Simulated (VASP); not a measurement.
# Cd (Pm-3n) in VASP: further runs

Runs on Cd. Level: BLYP. Tasks: single point, relaxation of cell and atoms.

Program: VASP 6.6.1. These are calculated values, not measurements. Logs are shortened: lines on timing, memory, paths and dates and some standing lists are left out, and cuts for length are marked.

## Step 1: The cell of the first run

Symmetry: Pm-3n, No. 223, cubic system. The conventional cell has a = 6.002 Å, b = 6.002 Å, c = 6.002 Å, α = 90.00°, β = 90.00°, γ = 90.00°. Within 4.4 Å of Cd (site symmetry m-3) lie 12 Cd at 3.36 Å. Cd (site symmetry -4m2) has 14 Cd at 3.00 to 3.68 Å within 4.0 Å.

## Step 2: Single point, BLYP

Contents of INCAR:

```
PREC = Accurate
ENCUT = 520
EDIFF = 1E-6
ISMEAR = -1
SIGMA = 0.1
LREAL = F
LASPH = T
NELM = 80
ALGO = Normal
ISIF = 2
LWAVE = F
LCHARG = F
GGA = B5
ALDAX = 1.0
AGGAX = 1.0
AGGAC = 1.0
ALDAC = 0.0
NBANDS = 58
```

Contents of KPOINTS:

```
regular mesh
0
Gamma
  5 5 5
```

Contents of POSCAR:

```
Cd
1.0
    6.0023613068      0.0000000000      0.0000000000
    0.0000000000      6.0023613068      0.0000000000
    0.0000000000      0.0000000000      6.0023613068
Cd
8
Direct
    1.0000000000      1.0000000000      1.0000000000
    0.5000000000      0.5000000000      0.5000000000
    0.2500000000      1.0000000000      0.5000000000
    0.7500000000      1.0000000000      0.5000000000
    0.5000000000      0.2500000000      1.0000000000
    0.5000000000      0.7500000000      1.0000000000
    0.0000000000      0.5000000000      0.2500000000
    0.0000000000      0.5000000000      0.7500000000
```

Potentials or basis: VASP PAW PBE potentials, release 64 (Cd).

The run is started by

```console
$ cat potpaw_PBE.64/Cd/POTCAR > POTCAR
$ mpirun -np 1 vasp_std > vasp.out
```

OUTCAR:

```text
PREC = Accurate
   ENCUT = 520
   EDIFF = 1E-6
   ISMEAR = -1
   LREAL = F
   LASPH = T
   NELM = 80
   ISIF = 2
   GGA = B5

 ion  position               nearest neighbor table
   1  0.000  0.000  0.000-   3 3.36   4 3.36   5 3.36   6 3.36   7 3.36   8 3.36   3 3.36   4 3.36
                             7 3.36   8 3.36   5 3.36   6 3.36
   2  0.500  0.500  0.500-   3 3.36   4 3.36   5 3.36   6 3.36   7 3.36   8 3.36   5 3.36   6 3.36
                             3 3.36   4 3.36   7 3.36   8 3.36
   3  0.250  0.000  0.500-   4 3.00   4 3.00   1 3.36   1 3.36   2 3.36   2 3.36   8 3.68   7 3.68
                             8 3.68   7 3.68   6 3.68   5 3.68   5 3.68   6 3.68
   4  0.750  0.000  0.500-   3 3.00   3 3.00   1 3.36   1 3.36   2 3.36   2 3.36   8 3.68   7 3.68
                             8 3.68   7 3.68   6 3.68   5 3.68   5 3.68   6 3.68
   5  0.500  0.250  0.000-   6 3.00   6 3.00   1 3.36   2 3.36   2 3.36   1 3.36   8 3.68   7 3.68
                             7 3.68   8 3.68   3 3.68   4 3.68   3 3.68   4 3.68
   6  0.500  0.750  0.000-   5 3.00   5 3.00   1 3.36   2 3.36   2 3.36   1 3.36   8 3.68   7 3.68
                             7 3.68   8 3.68   3 3.68   4 3.68   3 3.68   4 3.68
   7  0.000  0.500  0.250-   8 3.00   8 3.00   1 3.36   2 3.36   1 3.36   2 3.36   3 3.68   4 3.68
                             5 3.68   3 3.68   4 3.68   6 3.68   5 3.68   6 3.68
   8  0.000  0.500  0.750-   7 3.00   7 3.00   1 3.36   2 3.36   1 3.36   2 3.36   3 3.68   4 3.68
                             5 3.68   3 3.68   4 3.68   6 3.68   5 3.68   6 3.68

  LATTYP: Found a simple cubic cell.
 ALAT       =     6.0023613068

  Lattice vectors:

 A1 = (   6.0023613068,   0.0000000000,   0.0000000000)
 A2 = (   0.0000000000,   6.0023613068,   0.0000000000)
 A3 = (   0.0000000000,   0.0000000000,   6.0023613068)

Analysis of symmetry for initial positions (statically):
=====================================================================
 Subroutine PRICEL returns:
 Original cell was already a primitive cell.

 Routine SETGRP: Setting up the symmetry group for a
 simple cubic supercell.

 Subroutine GETGRP returns: Found 48 space group operations
 (whereof 24 operations were pure point group operations)
 out of a pool of 48 trial point group operations.

The static configuration has the point symmetry T_h .
 The point group associated with its full space group is O_h .

Analysis of symmetry for dynamics (positions and initial velocities):
=====================================================================
 Subroutine PRICEL returns:
 Original cell was already a primitive cell.

 Routine SETGRP: Setting up the symmetry group for a
 simple cubic supercell.

 Subroutine GETGRP returns: Found 48 space group operations
 (whereof 24 operations were pure point group operations)
 out of a pool of 48 trial point group operations.

The dynamic configuration has the point symmetry T_h .
 The point group associated with its full space group is O_h .

 Subroutine INISYM returns: Found 48 space group operations
 (whereof 24 operations are pure point group operations),
 and found     1 'primitive' translations

----------------------------------------------------------------------------------------

                                     Primitive cell

  volume of cell :     216.2551

  direct lattice vectors                    reciprocal lattice vectors
     6.002361307  0.000000000  0.000000000     0.166601101  0.000000000  0.000000000
     0.000000000  6.002361307  0.000000000     0.000000000  0.166601101  0.000000000
     0.000000000  0.000000000  6.002361307     0.000000000  0.000000000  0.166601101

  length of vectors
     6.002361307  6.002361307  6.002361307     0.166601101  0.166601101  0.166601101

  position of ions in fractional coordinates (direct lattice)
     0.000000000  0.000000000  0.000000000
     0.500000000  0.500000000  0.500000000
     0.250000000  0.000000000  0.500000000
     0.750000000  0.000000000  0.500000000
     0.500000000  0.250000000  0.000000000
     0.500000000  0.750000000  0.000000000
     0.000000000  0.500000000  0.250000000
     0.000000000  0.500000000  0.750000000

  ion indices of the primitive-cell ions
   primitive index   ion index
                 1           1
                 2           2
                 3           3
                 4           4
                 5           5
                 6           6
                 7           7
                 8           8

----------------------------------------------------------------------------------------

 KPOINTS: regular mesh

Automatic generation of k-mesh.
 Grid dimensions read from file:
 generate k-points for:    5    5    5

 Generating k-lattice:

  Cartesian coordinates                     Fractional coordinates (reciprocal lattice)
     0.033320220  0.000000000  0.000000000     0.200000000  0.000000000  0.000000000
     0.000000000  0.033320220  0.000000000     0.000000000  0.200000000  0.000000000
     0.000000000  0.000000000  0.033320220     0.000000000  0.000000000  0.200000000

  Length of vectors
     0.033320220  0.033320220  0.033320220

  Shift w.r.t. Gamma in fractional coordinates (k-lattice)
     0.000000000  0.000000000  0.000000000

 Subroutine IBZKPT returns following result:
 ===========================================

 Found     10 irreducible k-points:

 Following reciprocal coordinates:
            Coordinates               Weight
  0.000000  0.000000  0.000000      1.000000
  0.200000  0.000000  0.000000      6.000000
  0.400000  0.000000  0.000000      6.000000
  0.200000  0.200000  0.000000     12.000000
  0.400000  0.200000  0.000000     24.000000
  0.400000  0.400000  0.000000     12.000000
  0.200000  0.200000  0.200000      8.000000
  0.400000  0.200000  0.200000     24.000000
  0.400000  0.400000  0.200000     24.000000
  0.400000  0.400000  0.400000      8.000000
   k-points           NKPTS =     10   k-points in BZ     NKDIM =     10   number of bands    NBANDS=     58
   number of dos      NEDOS =    301   number of ions     NIONS =      8
   total plane-waves  NPLWV = 110592
   dimension x,y,z NGX =    48 NGY =   48 NGZ =   48
   dimension x,y,z NGXF=    96 NGYF=   96 NGZF=   96
   ions per type =               8
   NGX,Y,Z   is equivalent  to a cutoff of  13.29, 13.29, 13.29 a.u.
   NGXF,Y,Z  is equivalent  to a cutoff of  26.59, 26.59, 26.59 a.u.
 SYSTEM =  unknown system
   PREC   = accura    normal or accurate (medium, high low for compatibility)
   ISTART =      0    job   : 0-new  1-cont  2-samecut
   ICHARG =      2    charge: 1-file 2-atom 10-const
   ISPIN  =      1    spin polarized calculation?
   LNONCOLLINEAR =      F non collinear calculations
   LSORBIT =      F    spin-orbit coupling
   LASPH  =      T    aspherical Exc in radial PAW
   ENCUT  =  520.0 eV  38.22 Ry    6.18 a.u.  11.16 11.16 11.16*2*pi/ulx,y,z
   NELM   =     80;   NELMIN=  2; NELMDL= -5     # of ELM steps
   EDIFF  = 0.1E-05   stopping-criterion for ELM
   LREAL  =      F    real-space projection
[... 7 lines left out ...]
   TEBEG  =    0.0;   TEEND  =   0.0 temperature during run
   PSTRESS=    0.0 pullay stress
   NELECT =      96.0000    total number of electrons
   NUPDOWN=      -1.0000    fix difference up-down
   EMIN   =  10.00;   EMAX   =-10.00  energy-range for DOS
   EFERMI =   0.00;   METHOD = LEGACY
   ISMEAR =    -1;   SIGMA  =   0.10  broadening in eV -4-tet -1-fermi 0-gaus
   EFERMI_NEDOS =   21; number of points for ismear=-14 and -15
   IALGO  =     38    algorithm
   IMIX   =      4    mixing-type and parameters
     AMIX     =   0.40;   BMIX     =  1.00
     AMIX_MAG =   1.60;   BMIX_MAG =  1.00
  volume/ion in A,a.u.               =      27.03       182.42
  Fermi-wavevector in a.u.,A,eV,Ry     =   1.248849  2.359982 21.219955  1.559623
  Thomas-Fermi vector in A             =   2.382916
   LORBIT       =      0    0 simple, 1 ext, 2 COOP (PROOUT), +10 PAW based schemes
   GGA     = B5    functional components
   LHFCALC =     F    Hartree Fock is set to
   AEXX    =    0.0000 exact exchange contribution
   IVDW    =     0    specifies the selected vdW correction
   LEPSILON=     F    determine dielectric tensor
   LRPA    =     F    only Hartree local field effects (RPA)
 non-spin polarized calculation
  energy-cutoff  :      520.00
  volume of cell :      216.26
 maximum number of plane-waves:      5850
 NGX is ok and might be reduce to    48
   NGX = 23   NGY = 23   NGZ = 23

 number of electron      96.0000077 magnetization

 Free energy of the ion-electron system (eV)
  ---------------------------------------------------
  ext. energy  EPLUGINS =         0.00000000
  ---------------------------------------------------
  free energy    TOTEN  =        -0.89084931 eV

  energy without entropy =       -0.76534460  energy(sigma->0) =       -0.82809696

 E-fermi :   1.9772     XC(G=0):  -9.3469

 val. band max:        1.9510123829   @ k =   0.2000   0.2000   0.2000
 cond. band min:       2.0054076683   @ k =   0.2000   0.2000   0.2000
 fundamental gap:      0.0543952854
 Fermi energy:         1.9772231126

 k-point     1 :       0.0000    0.0000    0.0000
  band No.  band energies     occupation
      1      -7.3361      2.00000
      2      -7.3361      2.00000
      3      -7.3007      2.00000
      4      -7.0696      2.00000
      5      -7.0696      2.00000
      6      -7.0696      2.00000
[... 50 lines left out ...]
     57       5.2024      0.00000
     58       5.2024      0.00000

 k-point     2 :       0.2000    0.0000    0.0000
  band No.  band energies     occupation
      1      -7.3311      2.00000
      2      -7.3105      2.00000
      3      -7.2254      2.00000
      4      -7.1218      2.00000
      5      -7.0467      2.00000
      6      -7.0467      2.00000
[... 50 lines left out ...]
     57       5.6796      0.00000
     58       6.2343      0.00000

 k-point     3 :       0.4000    0.0000    0.0000
  band No.  band energies     occupation
      1      -7.3177      2.00000
      2      -7.3057      2.00000
      3      -7.1522      2.00000
      4      -7.1132      2.00000
      5      -7.0131      2.00000
      6      -7.0131      2.00000
[... 50 lines left out ...]
     57       6.0683      0.00000
     58       6.0683      0.00000

 k-point     4 :       0.2000    0.2000    0.0000
  band No.  band energies     occupation
      1      -7.3166      2.00000
      2      -7.2308      2.00000
      3      -7.2124      2.00000
      4      -7.1043      2.00000
      5      -7.0957      2.00000
      6      -7.0177      2.00000
[... 50 lines left out ...]
     57       5.7738      0.00000
     58       6.0614      0.00000

 k-point     5 :       0.4000    0.2000    0.0000
  band No.  band energies     occupation
      1      -7.3065      2.00000
      2      -7.2138      2.00000
      3      -7.1397      2.00000
      4      -7.0990      2.00000
      5      -7.0604      2.00000
      6      -7.0013      2.00000
[... 50 lines left out ...]
     57       6.8633      0.00000
     58       6.9612      0.00000

 k-point     6 :       0.4000    0.4000    0.0000
  band No.  band energies     occupation
      1      -7.2964      2.00000
      2      -7.1409      2.00000
      3      -7.1332      2.00000
      4      -7.0363      2.00000
      5      -7.0254      2.00000
      6      -7.0195      2.00000
[... 50 lines left out ...]
     57       7.3510      0.00000
     58       7.3872      0.00000

 k-point     7 :       0.2000    0.2000    0.2000
  band No.  band energies     occupation
      1      -7.2259      2.00000
      2      -7.2259      2.00000
      3      -7.1993      2.00000
      4      -7.0777      2.00000
      5      -7.0777      2.00000
      6      -7.0609      2.00000
[... 50 lines left out ...]
     57       4.9581      0.00000
     58       7.1212      0.00000

 k-point     8 :       0.4000    0.2000    0.2000
  band No.  band energies     occupation
      1      -7.2130      2.00000
      2      -7.2022      2.00000
      3      -7.1141      2.00000
      4      -7.0894      2.00000
      5      -7.0353      2.00000
      6      -7.0233      2.00000
[... 50 lines left out ...]
     57       6.0816      0.00000
     58       7.0220      0.00000

 k-point     9 :       0.4000    0.4000    0.2000
  band No.  band energies     occupation
      1      -7.1966      2.00000
      2      -7.1062      2.00000
      3      -7.0986      2.00000
      4      -7.0316      2.00000
      5      -7.0124      2.00000
      6      -7.0013      2.00000
[... 50 lines left out ...]
     57       7.3330      0.00000
     58       7.3455      0.00000

 k-point    10 :       0.4000    0.4000    0.4000
  band No.  band energies     occupation
      1      -7.0363      2.00000
      2      -7.0363      2.00000
      3      -7.0324      2.00000
      4      -7.0324      2.00000
      5      -7.0108      2.00000
      6      -6.9962      2.00000
[... 50 lines left out ...]
     57       6.6100      0.00000
     58       7.3221      0.00000

------------------------ aborting loop because EDIFF is reached ----------------------------------------

  FORCE on cell =-STRESS in cart. coord.  units (eV):
  Direction    XX          YY          ZZ          XY          YZ          ZX
  --------------------------------------------------------------------------------------
  -------------------------------------------------------------------------------------
  Total        0.1489388      0.1489388      0.1489388      0.0000000     -0.0000000     -0.0000000
  in kB        1.1034486      1.1034486      1.1034486      0.0000000     -0.0000000     -0.0000000
  external PRESSURE =       1.1034486 kB  Pullay stress =       0.0000000 kB

 VOLUME and BASIS-vectors are now :
 -----------------------------------------------------------------------------
  energy-cutoff  :      520.00
  volume of cell :      216.26
      direct lattice vectors                 reciprocal lattice vectors
     6.002361307  0.000000000  0.000000000     0.166601101  0.000000000  0.000000000
     0.000000000  6.002361307  0.000000000     0.000000000  0.166601101  0.000000000
     0.000000000  0.000000000  6.002361307     0.000000000  0.000000000  0.166601101

 POSITION                                       TOTAL-FORCE (eV/Angst)
 -----------------------------------------------------------------------------------
      0.00000      0.00000      0.00000        -0.000000     -0.000000      0.000000
      3.00118      3.00118      3.00118        -0.000000     -0.000000      0.000000
      1.50059      0.00000      3.00118        -0.000000     -0.000000     -0.000000
      4.50177      0.00000      3.00118         0.000000      0.000000      0.000000
      3.00118      1.50059      0.00000        -0.000000     -0.000000     -0.000000
      3.00118      4.50177      0.00000         0.000000     -0.000000      0.000000
      0.00000      3.00118      1.50059         0.000000     -0.000000     -0.000000
      0.00000      3.00118      4.50177        -0.000000      0.000000      0.000000
 -----------------------------------------------------------------------------------
    total drift:                                0.000000     -0.000000      0.000000

  FREE ENERGIE OF THE ION-ELECTRON SYSTEM (eV)
  ---------------------------------------------------
  free  energy   TOTEN  =        -0.8908493141 eV

  energy  without entropy=       -0.7653446008  energy(sigma->0) =       -0.82809696
```

It took 74 s on 1 thread of Intel Xeon 6975P-C (Granite Rapids), shared host; peak memory 0.34 GiB.

Results:

```
Free energy            : -0.8908 eV
Pressure               : 0.1 GPa
Band gap on the k mesh : zero (bands 48 and 49 overlap by 1.41 eV)
```

Caveat: the PAW data sets were made with another functional, which shifts forces and pressure a little.

## Step 3: Single point, BLYP

Contents of INCAR:

```
PREC = Accurate ; ENCUT = 520
EDIFF = 1E-6 ; ISMEAR = -1
SIGMA = 0.1 ; LREAL = False
LASPH = True ; NELM = 100
ALGO = Normal ; ISIF = 2
LWAVE = False ; LCHARG = False
GGA = B5 ; ALDAX = 1.0
AGGAX = 1.0 ; AGGAC = 1.0
ALDAC = 0.0 ; NBANDS = 58
```

Contents of KPOINTS:

```
Automatic mesh
0
Gamma
  6 6 6
```

POSCAR is that of step 2.

Potentials or basis: VASP PAW PBE potentials, release 64 (Cd).

The run is started by

```console
$ cat potpaw_PBE.64/Cd/POTCAR > POTCAR
$ mpirun -np 1 vasp_std > vasp.out
```

It took 1.9 min on 1 thread of Intel Xeon 6975P-C (Granite Rapids), shared host; peak memory 0.4 GiB.

The run converged. Its results:

* Free energy: -0.9234 eV
* Pressure: 0.1 GPa
* Band gap on the k mesh: zero (bands 48 and 49 overlap by 1.93 eV)

Levels at points of the mesh, in eV from the Fermi level:
```
           k point  band 45  band 46  band 47  band 48  band 49  band 50  band 51  band 52
(0.00, 0.00, 0.00)    -2.15    -2.15    -2.15     1.08     1.25     1.25     1.96     1.96
(0.50, 0.00, 0.00)    -1.72    -1.72    -0.88    -0.88    -0.85    -0.85     2.25     2.25
(0.50, 0.50, 0.00)    -1.17    -0.57    -0.51    -0.51     0.17     0.17     0.19     0.96
(0.50, 0.50, 0.50)    -3.78    -3.78    -3.69    -3.69     4.67     4.67     4.67     4.67
```

Caveat: the PAW data sets were made with another functional, which shifts forces and pressure a little.

(Continued in part 2 of 2.)

The gap in the log of VASP goes by the Fermi energy; the results here count the filled bands.